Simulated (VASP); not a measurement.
Set up this calculation in VASP 6.6.1, as the native input.

* Task: single point
* Functional: PBE
* Potentials or basis: VASP PAW PBE potentials, release 64 (Mg, O)
* Cutoff: 520 eV
* k mesh: 9 × 9 × 1
* Occupations: gaussian, width 0.05 eV
* Spin: collinear spin
* Starting moments: [0.0, 0.0, 0.0, 0.0, 0.0, 0.0, 2.0] μB
* Dipole correction: yes
* Further INCAR settings: ALGO = Normal; EDIFF = 1e-06; NBANDS = 28

The structure of Mg3O4 lies in POSCAR:

```
Mg3O4
1.0
    3.0085896345      0.0000000000      0.0000000000
    0.0000000000      3.0085896345      0.0000000000
    0.0000000000      0.0000000000     19.7799623498
Mg O
3 4
Direct
    0.5000000000      0.5000000000      0.2022248541
    0.0000000000      0.0000000000      0.3100331121
    0.5000000000      0.5000000000      0.4161289127
    0.0000000000      0.0000000000      0.2022248541
    0.5000000000      0.5000000000      0.3095409237
    0.0000000000      0.0000000000      0.4186035445
    0.1250000000      0.3750000000      0.5097743442
```

These files were run (other wordings do the same):

INCAR

```
PREC = Accurate
ENCUT = 520
EDIFF = 1E-6
ISMEAR = 0
SIGMA = 0.05
LREAL = False
LASPH = True
NELM = 150
ALGO = Normal
ISIF = 2
LWAVE = False
LCHARG = True
ISPIN = 2
MAGMOM = 0 0 0 0 0 0 2
LORBIT = 11
LDIPOL = True
IDIPOL = 3
DIPOL = 0.5 0.5 0.338
GGA = PE
LELF = True
LVHAR = True
LVACPOTAV = True
NBANDS = 28
```

KPOINTS

```
Automatic mesh
0
Gamma
  9 9 1
```

Potentials or basis: VASP PAW PBE potentials, release 64 (Mg, O).

Run with:

```console
$ cat potpaw_PBE.64/Mg/POTCAR potpaw_PBE.64/O/POTCAR > POTCAR
$ mpirun -np 1 vasp_std > vasp.out
```

It gave:

```
Largest force                                         : 1.634 eV/Å
Band gap on the k mesh                                : 0.49 eV (least direct gap 0.88 eV)
Net moment                                            : 2.00 μB per cell
Site moments                                          : Mg +0.00, +0.01, -0.01; O +0.00, +0.01, +0.28, +1.34 μB
Valence electrons inside the program's atomic spheres : Mg 0.35, 0.39, 0.36; O 5.03, 5.08, 5.01, 4.64
```

Caveat: semilocal functionals underestimate gaps, and a narrow one can read as zero.

Wall time 11 min on 1 thread of Intel(R) Xeon(R) Platinum 8488C (Sapphire Rapids), with other jobs on the host, peak memory 0.51 GiB.
